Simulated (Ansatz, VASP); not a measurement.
Hf3SnSe8: VASP beside Ansatz

The input INCAR:

```
PREC     = Accurate       # precision mode
ENCUT    = 520            # plane-wave cutoff, eV
EDIFF    = 1E-6           # SCF threshold, eV
ISMEAR   = 0              # smearing method
SIGMA    = 0.1            # smearing width, eV
LREAL    = F              # projectors in reciprocal space
LASPH    = T              # aspherical terms in the spheres
NELM     = 100            # most SCF steps
ALGO     = Normal         # electronic algorithm
ISIF     = 2              # what is computed and relaxed
LWAVE    = F              # write WAVECAR
LCHARG   = F              # write CHGCAR
GGA      = PE             # functional
NBANDS   = 58             # bands
```

File KPOINTS:

```
Automatic mesh
0
Gamma
  4 2 4
```

The input POSCAR:

```
Hf3SnSe8
1.0
    6.5864042000      0.0000000000      0.0000000000
    0.0000000000      7.6281040000      0.0000000000
   -0.0031829000      0.0000000000      7.1532684000
Hf Sn Se
3 1 8
Direct
    0.0000000000      0.2469190000      0.0000000000
    0.0000000000      0.7530810000      0.0000000000
    0.5000000000      0.0000000000      0.0000000000
    0.5000000000      0.5000000000      0.0000000000
    0.8324730000      0.0000000000      0.2204900000
    0.3299260000      0.2441320000      0.2219910000
    0.8403140000      0.5000000000      0.2203520000
    0.3299260000      0.7558680000      0.2219910000
    0.6700740000      0.2441320000      0.7780090000
    0.1596860000      0.5000000000      0.7796480000
    0.6700740000      0.7558680000      0.7780090000
    0.1675270000      0.0000000000      0.7795100000
```

Input for Ansatz:

```yaml
crystal:
  lattice:
    - [6.5864042, 0.0, 0.0]
    - [0.0, 7.628104, 0.0]
    - [-0.0031829, 0.0, 7.1532684]
  atoms:
    - { symbol: Hf, position: [0.0, 0.246919, 0.0] }
    - { symbol: Hf, position: [0.0, 0.753081, 0.0] }
    - { symbol: Hf, position: [0.5, 0.0, 0.0] }
    - { symbol: Sn, position: [0.5, 0.5, 0.0] }
    - { symbol: Se, position: [0.832473, 0.0, 0.22049] }
    - { symbol: Se, position: [0.329926, 0.244132, 0.221991] }
    - { symbol: Se, position: [0.840314, 0.5, 0.220352] }
    - { symbol: Se, position: [0.329926, 0.755868, 0.221991] }
    - { symbol: Se, position: [0.670074, 0.244132, 0.778009] }
    - { symbol: Se, position: [0.159686, 0.5, 0.779648] }
    - { symbol: Se, position: [0.670074, 0.755868, 0.778009] }
    - { symbol: Se, position: [0.167527, 0.0, 0.77951] }
basis:
  ecutwfc: 420
kpoints:
  mp_grid: { grid: [4, 2, 4] }
hamiltonian:
  xc: pbe
scf:
  occupations: { method: gaussian, width: 0.1 }
  lower_state_search: "off"
output:
  forces: true
  stress: true
  eigenvalues: true
```

Alike in both runs: task single point; functional PBE; k mesh 4 × 2 × 4; occupations gaussian, width 0.1 eV; no spin polarisation.

|  | VASP | Ansatz |
| --- | --- | --- |
| version | VASP 6.6.1 | Ansatz 0.2.0 |
| potentials or method | VASP PAW PBE potentials, release 64 (Hf_pv, Sn_d, Se), cutoff 520 eV | scalar-relativistic, plane waves, PAW |
| valence electrons in the cell | 92 | 220 |

```csv
,VASP,Ansatz,Ansatz less VASP
gap on the k mesh at the Fermi level (eV),none,none,-
pressure (GPa),-0.1,0.1,+0.20
"traceless stress, the component that is largest in VASP (GPa)",0.32,0.33,+0.008
rms of the force components (eV/Å),0.047,0.036,-0.0108
```

Atom by atom the forces differ by 0.018 eV/Å (rms over components). A gap of «none» marks a metal or a gap that the smearing closes. VASP's potentials hold 92 valence electrons a cell and Ansatz's 220, so a difference there can come from the potentials and not from the codes.

The k mesh is coarse, so the values compare programs but aren't converged. Spin-orbit coupling is off throughout.
